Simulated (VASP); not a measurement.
# Ta (Pm-3m) in VASP: notebook, part 2 of 2

VASP 6.6.1.

### Step 5. Relaxation of cell and atoms, PBE, target pressure 120 GPa, at which the enthalpy is minimised

This run uses another cell than the first one, of 14.02 Å³/atom.

The input, INCAR:

```
SYSTEM = Ta
ALGO     = Normal         ! electronic algorithm
EDIFF    = 1E-6           ! SCF threshold, eV
EDIFFG   = -0.005         ! ionic threshold
ENCUT    = 600            ! plane-wave cutoff, eV
GGA      = PE             ! functional
IBRION   = 2              ! ionic algorithm
ISIF     = 3              ! what is computed and relaxed
ISMEAR   = -1             ! smearing method
LASPH    = .TRUE.         ! aspherical terms in the spheres
LCHARG   = .FALSE.        ! write CHGCAR
LREAL    = .FALSE.        ! projectors in reciprocal space
LWAVE    = .FALSE.        ! write WAVECAR
NELM     = 60             ! most SCF steps
NSW      = 60             ! ionic steps
PREC     = Accurate       ! precision mode
PSTRESS  = 1200.0       
SIGMA    = 0.1            ! smearing width, eV
```

The input, KPOINTS:

```
k-points
0
G
  16 16 16
  0 0 0
```

The input, POSCAR:

```
Ta
1.0
    2.4111751956      0.0000000000      0.0000000000
    0.0000000000      2.4111751956      0.0000000000
    0.0000000000      0.0000000000      2.4111751956
Ta
1
Direct
    0.0000000000      0.0000000000      0.0000000000
```

Potentials or basis: VASP PAW PBE potentials, release 64 (Ta_pv).

Run with:

```bash
$ cat potpaw_PBE.64/Ta_pv/POTCAR > POTCAR
$ mpirun -np 1 vasp_std > vasp.out
```

OUTCAR:

```text
SYSTEM = Ta
   EDIFF = 1E-6
   EDIFFG = -0.005
   ENCUT = 600
   GGA = PE
   IBRION = 2
   ISIF = 3
   ISMEAR = -1
   LASPH = .TRUE.
   LREAL = .FALSE.
   NELM = 60
   NSW = 60
   PREC = Accurate
   PSTRESS = 1200.0

 ion  position               nearest neighbor table
   1  0.000  0.000  0.000-

  LATTYP: Found a simple cubic cell.
 ALAT       =     2.4111751956

  Lattice vectors:

 A1 = (   2.4111751956,   0.0000000000,   0.0000000000)
 A2 = (   0.0000000000,   2.4111751956,   0.0000000000)
 A3 = (   0.0000000000,   0.0000000000,   2.4111751956)

Analysis of symmetry for initial positions (statically):
=====================================================================
 Subroutine PRICEL returns:
 Original cell was already a primitive cell.

 Routine SETGRP: Setting up the symmetry group for a
[... 247 lines left out ...]
  free energy    TOTEN  =        -8.90672256 eV

  energy without entropy =       -8.87365499  energy(sigma->0) =       -8.89018878

 E-fermi :   7.8580     XC(G=0): -13.8345

 val. band max:        7.8161802187   @ k =   0.5000   0.4375   0.1875
 cond. band min:       7.8721467224   @ k =   0.5000   0.0625   0.0000
 fundamental gap:      0.0559665037
 Fermi energy:         7.8580336038

 k-point     1 :       0.0000    0.0000    0.0000
  band No.  band energies     occupation
      1     -24.3790      2.00000
      2     -24.3790      2.00000
      3     -24.3790      2.00000
      4      -0.7491      2.00000
      5       3.3829      2.00000
      6       3.3829      2.00000
      7      17.2383      0.00000
      8      17.2383      0.00000
      9      17.2383      0.00000
[... 265 lines left out ...]
 k-point    24 :       0.5000    0.1250    0.0000
  band No.  band energies     occupation
      1     -27.7592      2.00000
      2     -24.5799      2.00000
      3     -23.9802      2.00000
      4       4.3031      2.00000
      5       5.9871      2.00000
      6       6.4152      2.00000
      7      10.9515      0.00000
      8      12.4254      0.00000
      9      16.7951      0.00000

 [... further k-points ...]
[... 5 lines left out ...]
  --------------------------------------------------------------------------------------
  -------------------------------------------------------------------------------------
  Total       10.5092656     10.5092656     10.5092656      0.0000000     -0.0000000      0.0000000
  in kB     1199.9260069   1199.9260069   1199.9260069      0.0000000     -0.0000000      0.0000000
  external PRESSURE =      -0.0739931 kB  Pullay stress =    1200.0000000 kB
[... 20 lines left out ...]
  energy  without entropy=       -8.8736549910  energy(sigma->0) =       -8.89018878

  enthalpy is  TOTEN    =         1.6031910812 eV   P V=       10.5099136419

 reached required accuracy - stopping structural energy minimisation
```

CONTCAR:

```text
Ta
   1.00000000000000
     2.4119936565411337    0.0000000000000000    0.0000000000000000
    -0.0000000000000000    2.4119936565411337   -0.0000000000000000
     0.0000000000000000   -0.0000000000000000    2.4119936565411337
  Ta
     1
Direct
     0.0000000000000000    0.0000000000000000    0.0000000000000000

  0.00000000E+00  0.00000000E+00  0.00000000E+00
```

Wall time 40 s (1 thread of Intel Xeon 8259CL, shared host); peak memory 0.15 GiB.

Results:

| Quantity | Value |
| --- | --- |
| Free energy | -8.9067 eV |
| Relaxed volume | 14.03 Å³/atom |
| Relaxed cell | a = 2.412 Å, b = 2.412 Å, c = 2.412 Å, α = 90.00°, β = 90.00°, γ = 90.00° |
| Space group after relaxing (to 0.1 Å) | Pm-3m (No. 221) |
| Energy change on relaxing (the run minimises the enthalpy) | -10.7 meV/atom |
| Ionic steps | 3 |
| Pressure after relaxing | 120.0 GPa |
| Band gap on the k mesh | zero (an odd number of electrons rules out a gap without spin polarisation) |

Step by step:
| step | energy change (eV) | largest force (eV/Å) | pressure (GPa) | volume (Å³) |
| --- | --- | --- | --- | --- |
| 1 | 0.0000 | 0.0000 | 120.59 | 14.02 |
| 2 | -0.0781 | 0.0000 | 116.46 | 14.12 |
| 3 | -0.0107 | 0.0000 | 119.99 | 14.03 |

Final structure:
```cif
data_structure
_symmetry_space_group_name_H-M 'P 1'
_symmetry_Int_Tables_number 1
_cell_length_a 2.4120
_cell_length_b 2.4120
_cell_length_c 2.4120
_cell_angle_alpha 90.000
_cell_angle_beta 90.000
_cell_angle_gamma 90.000
_cell_volume 14.03
loop_
_atom_site_label
_atom_site_type_symbol
_atom_site_fract_x
_atom_site_fract_y
_atom_site_fract_z
_atom_site_occupancy
Ta1 Ta 0.00000 0.00000 0.00000 1
```

Caveat: the cell is relaxed towards a set pressure, so the run minimises the enthalpy, not the energy; spin-orbit coupling is left out, which moves the levels of the heavy elements.

### Step 6. Overview

| task | cell | cutoff (eV) | gap on the mesh (eV) | pressure (GPa) |
| --- | --- | --- | --- | --- |
| single point | a = 2.409 Å, 1 atom | 520 | none | 122.0 |
| single point | a = 2.407 Å, 1 atom | 520 | none | 123.5 |
| relaxation of cell and atoms | relaxed to 120 GPa from a = 2.409 Å, 1 atom | 600 | none | 120.0 |
| relaxation of cell and atoms | relaxed to 120 GPa from a = 2.411 Å, 1 atom | 600 | none | 120.0 |

Alike in all rows: level PBE; potentials or basis VASP PAW PBE potentials, release 64 (Ta_pv); no spin polarisation; k mesh 16 × 16 × 16; smearing fermi-dirac 0.1 eV.

Caveats: spin-orbit coupling is left out, which moves the levels of the heavy elements; the cell stands under pressure (at least some runs); the cell is relaxed towards a set pressure, so the run minimises the enthalpy, not the energy (at least some runs).

Absolute energies hang on the potentials; compare differences alone.
